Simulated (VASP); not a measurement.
# LuB2Pd2 (I4/mmm) in VASP: single point with r2SCAN

Aim: the single point of LuB2Pd2 with r2SCAN.

Program: VASP 6.6.1. These are calculated values, not measurements. Logs are shortened: lines on timing, memory, paths and dates and some standing lists are left out, and cuts for length are marked.

**1. The cell of the first run**

Symmetry: I4/mmm, No. 139, tetragonal system. The conventional cell has a = 3.760 Å, b = 3.760 Å, c = 9.058 Å, α = 90.00°, β = 90.00°, γ = 90.00°. Pd (site symmetry -4m2) has 4 B at 2.19 Å and 4 Pd at 2.66 Å and 4 Lu at 2.94 Å within 3.0 Å. Within 2.9 Å of B (site symmetry 4mm) lie 4 Pd at 2.19 Å and 1 B at 2.26 Å and 4 Lu at 2.89 Å. Within 3.8 Å of Lu (site symmetry 4/mmm) lie 10 B at 2.89 to 3.40 Å and 8 Pd at 2.94 Å and 4 Lu at 3.76 Å.

**2. Single point, r2SCAN**

Contents of POSCAR:

```
LuB2Pd2
1.0
    0.0000000000      3.7601928100      0.0000000000
    3.7601928100      0.0000000000      0.0000000000
    1.8800964000      1.8800964000     -4.5289677300
Pd B Lu
2 2 1
Direct
    0.7500000000      0.2500000000      0.5000000000
    0.2500000000      0.7500000000      0.5000000000
    0.3750000000      0.3750000000      0.2500000000
    0.6250000000      0.6250000000      0.7500000000
    0.0000000000      0.0000000000      0.0000000000
```

Contents of INCAR.step1:

```
PREC = Accurate
ENCUT = 520
ISMEAR = -1
SIGMA = 0.0237
LREAL = F
LASPH = T
NELM = 100
NBANDS = 34
GGA = PE
ALGO = Normal
EDIFF = 1E-4
LWAVE = T
LCHARG = F
```

Contents of INCAR.step2:

```
PREC = Accurate
ENCUT = 520
EDIFF = 1E-6
ISMEAR = -1
SIGMA = 0.0237
LREAL = F
LASPH = T
NELM = 100
ALGO = Normal
ISIF = 2
LWAVE = F
LCHARG = F
METAGGA = R2SCAN
LMIXTAU = T
NBANDS = 34
ISTART = 1
```

Contents of KPOINTS:

```
regular mesh
0
Gamma
  10 10 10
```

Potentials or basis: VASP PAW PBE potentials, release 64 (Pd, B, Lu).

Started as:

```sh
$ cat potpaw_PBE.64/Pd/POTCAR potpaw_PBE.64/B/POTCAR potpaw_PBE.64/Lu/POTCAR > POTCAR
$ cp INCAR.step1 INCAR
$ mpirun -np 1 vasp_std > vasp.out
$ cp INCAR.step2 INCAR
$ mpirun -np 1 vasp_std > vasp.out
```

OUTCAR:

```text
PREC = Accurate
   ENCUT = 520
   EDIFF = 1E-6
   ISMEAR = -1
   LREAL = F
   LASPH = T
   NELM = 100
   ISIF = 2
   METAGGA = R2SCAN
   ISTART = 1

 ion  position               nearest neighbor table
   1  0.750  0.250  0.500-   3 2.19   4 2.19   3 2.19   4 2.19   2 2.66   2 2.66   2 2.66   2 2.66
                             5 2.94   5 2.94   5 2.94   5 2.94
   2  0.250  0.750  0.500-   3 2.19   4 2.19   3 2.19   4 2.19   1 2.66   1 2.66   1 2.66   1 2.66
                             5 2.94   5 2.94   5 2.94   5 2.94
   3  0.375  0.375  0.250-   1 2.19   2 2.19   2 2.19   1 2.19   5 2.89   5 2.89   5 2.89   5 2.89

   4  0.625  0.625  0.750-   1 2.19   2 2.19   2 2.19   1 2.19   5 2.89   5 2.89   5 2.89   5 2.89

   5  0.000  0.000  0.000-   3 2.89   4 2.89   4 2.89   4 2.89   3 2.89   3 2.89   4 2.89   3 2.89
                             2 2.94   1 2.94   2 2.94   1 2.94   1 2.94   2 2.94   2 2.94   1 2.94

  LATTYP: Found a body centered tetragonal cell.
 ALAT       =     3.7601928100
 C/A-ratio  =     2.4089018616

  Lattice vectors:

 A1 = (  -1.8800964000,   1.8800964100,   4.5289677300)
 A2 = (   1.8800964100,  -1.8800964000,   4.5289677300)
 A3 = (   1.8800964000,   1.8800964000,  -4.5289677300)

Analysis of symmetry for initial positions (statically):
=====================================================================
 Subroutine PRICEL returns:
 Original cell was already a primitive cell.

 Routine SETGRP: Setting up the symmetry group for a
 body centered tetragonal supercell.

 Subroutine GETGRP returns: Found 16 space group operations
 (whereof 16 operations were pure point group operations)
 out of a pool of 16 trial point group operations.

The static configuration has the point symmetry D_4h.

Analysis of symmetry for dynamics (positions and initial velocities):
=====================================================================
 Subroutine PRICEL returns:
 Original cell was already a primitive cell.

 Routine SETGRP: Setting up the symmetry group for a
 body centered tetragonal supercell.

 Subroutine GETGRP returns: Found 16 space group operations
 (whereof 16 operations were pure point group operations)
 out of a pool of 16 trial point group operations.

The dynamic configuration has the point symmetry D_4h.

 Subroutine INISYM returns: Found 16 space group operations
 (whereof 16 operations are pure point group operations),
 and found     1 'primitive' translations

----------------------------------------------------------------------------------------

                                     Primitive cell

[... 94 lines left out ...]
   ENCUT  =  520.0 eV  38.22 Ry    6.18 a.u.   6.99  6.99  9.76*2*pi/ulx,y,z
   NELM   =    100;   NELMIN=  2; NELMDL=  0     # of ELM steps
   EDIFF  = 0.1E-05   stopping-criterion for ELM
   LREAL  =      F    real-space projection
   EDIFFG = 0.1E-04   stopping-criterion for IOM
   NSW    =      0    number of steps for IOM
   IBRION =     -1    ionic relax: 0-MD 1-quasi-New 2-CG
   NFREE  =      0    steps in history (QN), initial steepest desc. (CG)
   ISIF   =      2    stress and relaxation
   ISYM   =      2    0-nonsym 1-usesym 2-fastsym
   POTIM  = 0.5000    time-step for ionic-motion
   TEBEG  =    0.0;   TEEND  =   0.0 temperature during run
   PSTRESS=    0.0 pullay stress
   NELECT =      51.0000    total number of electrons
   NUPDOWN=      -1.0000    fix difference up-down
   EMIN   =  10.00;   EMAX   =-10.00  energy-range for DOS
   EFERMI =   0.00;   METHOD = LEGACY
   ISMEAR =    -1;   SIGMA  =   0.02  broadening in eV -4-tet -1-fermi 0-gaus
   EFERMI_NEDOS =   21; number of points for ismear=-14 and -15
   IALGO  =     38    algorithm
   IMIX   =      4    mixing-type and parameters
     AMIX     =   0.40;   BMIX     =  1.00
     AMIX_MAG =   1.60;   BMIX_MAG =  1.00
  volume/ion in A,a.u.               =      12.81        86.43
  Fermi-wavevector in a.u.,A,eV,Ry     =   1.517487  2.867635 31.331058  2.302768
  Thomas-Fermi vector in A             =   2.626736
   LORBIT       =      0    0 simple, 1 ext, 2 COOP (PROOUT), +10 PAW based schemes
   METAGGA = R2SCAN    functional components
   LHFCALC =     F    Hartree Fock is set to
   AEXX    =    0.0000 exact exchange contribution
   IVDW    =     0    specifies the selected vdW correction
   LEPSILON=     F    determine dielectric tensor
   LRPA    =     F    only Hartree local field effects (RPA)
 non-spin polarized calculation
  energy-cutoff  :      520.00
  volume of cell :       64.04
 maximum number of plane-waves:      1738
   NGX = 13   NGY = 13   NGZ = 19

 number of electron      50.9999989 magnetization

 Free energy of the ion-electron system (eV)
  ---------------------------------------------------
  ext. energy  EPLUGINS =         0.00000000
  ---------------------------------------------------
  free energy    TOTEN  =      -100.32171145 eV

  energy without entropy =     -100.31552001  energy(sigma->0) =     -100.31861573

 E-fermi :   8.1370     XC(G=0): -13.8100

 val. band max:        8.1366735028   @ k =   0.4000   0.2000  -0.0000
 cond. band min:       8.1482353357   @ k =  -0.3000   0.1000  -0.0000
 fundamental gap:      0.0115618330
 Fermi energy:         8.1370370694

 k-point     1 :       0.0000    0.0000    0.0000
  band No.  band energies     occupation
      1     -49.7115      2.00000
      2     -19.8377      2.00000
      3     -19.6885      2.00000
      4     -19.6883      2.00000
      5      -3.4956      2.00000
      6      -1.2030      2.00000
[... 877 lines left out ...]
     33      14.8325      0.00000
     34      15.3660      0.00000

 [... further k-points ...]
[... 5 lines left out ...]
  --------------------------------------------------------------------------------------
  -------------------------------------------------------------------------------------
  Total        3.8771571      3.8771571      3.5355248      0.0000000      0.0000000      0.0000000
  in kB       97.0073254     97.0073254     88.4596095      0.0000000      0.0000001      0.0000001
  external PRESSURE =      94.1580868 kB  Pullay stress =       0.0000000 kB

 VOLUME and BASIS-vectors are now :
 -----------------------------------------------------------------------------
  energy-cutoff  :      520.00
  volume of cell :       64.04
      direct lattice vectors                 reciprocal lattice vectors
     0.000000000  3.760192810  0.000000000     0.000000000  0.265943809  0.110400433
     3.760192810  0.000000000  0.000000000     0.265943809  0.000000000  0.110400433
     1.880096400  1.880096400 -4.528967730     0.000000000  0.000000000 -0.220800867

 POSITION                                       TOTAL-FORCE (eV/Angst)
 -----------------------------------------------------------------------------------
      1.88010      3.76019     -2.26448         0.000000      0.000000      0.000000
      3.76019      1.88010     -2.26448        -0.000000     -0.000000      0.000000
      1.88010      1.88010     -1.13224         0.000000      0.000000      2.134925
      3.76019      3.76019     -3.39673        -0.000000     -0.000000     -2.134925
      0.00000      0.00000      0.00000        -0.000000     -0.000000      0.000000
 -----------------------------------------------------------------------------------
    total drift:                               -0.000000      0.000000      0.000000

  FREE ENERGIE OF THE ION-ELECTRON SYSTEM (eV)
  ---------------------------------------------------
  free  energy   TOTEN  =      -100.3217114486 eV

  energy  without entropy=     -100.3155200117  energy(sigma->0) =     -100.31861573
```

OUTCAR.step1:

```text
PREC = Accurate
   ENCUT = 520
   ISMEAR = -1
   LREAL = F
   LASPH = T
[... 1124 lines left out ...]
      3.76019      1.88010     -2.26448        -0.000000     -0.000000      0.000000
      1.88010      1.88010     -1.13224         0.000000      0.000000      2.179422
      3.76019      3.76019     -3.39673        -0.000000     -0.000000     -2.179422
      0.00000      0.00000      0.00000         0.000000      0.000000      0.000000
 -----------------------------------------------------------------------------------
    total drift:                               -0.000000      0.000000      0.000000

  FREE ENERGIE OF THE ION-ELECTRON SYSTEM (eV)
  ---------------------------------------------------
  free  energy   TOTEN  =       -29.7712921522 eV

  energy  without entropy=      -29.7641503121  energy(sigma->0) =      -29.76772123
```

Run time: 10 min. Hardware: 1 thread of Intel Xeon Platinum 8375C at 2.90GHz (Ice Lake), shared host; peak memory 0.36 GiB.

What came out:

```
Free energy            : -100.3217 eV
Pressure               : 9.4 GPa
Largest force          : 2.135 eV/Å
Band gap on the k mesh : zero (an odd number of electrons rules out a gap without spin polarisation)
```

Forces on the atoms (eV/Å):
```
Pd   0.000  0.000  0.000
Pd   0.000  0.000  0.000
B    0.000  0.000  2.135
B    0.000  0.000 -2.135
Lu   0.000  0.000  0.000
```

Stress tensor (GPa, compression positive):
```
9.70 0.00 0.00
0.00 9.70 0.00
0.00 0.00 8.85
```

Levels at points of the mesh, in eV from the Fermi level:
| k point | band 24 | band 25 | band 26 | band 27 | band 28 | band 29 |
| --- | --- | --- | --- | --- | --- | --- |
| (0.00, 0.00, 0.00) | -1.30 | -1.19 | -1.19 | 0.16 | 2.98 | 2.98 |
| (0.50, 0.00, 0.00) | -2.52 | -1.64 | 0.36 | 2.71 | 2.80 | 3.69 |
| (0.50, 0.50, 0.00) | -3.09 | -1.68 | -1.47 | -0.18 | 0.09 | 4.46 |
| (0.00, 0.00, 0.50) | -0.69 | -0.69 | 0.87 | 1.86 | 4.24 | 4.59 |

Caveat: the cell stands under pressure; the PAW data sets were made with another functional, which shifts forces and pressure a little; spin-orbit coupling is left out, which moves the levels of the heavy elements.
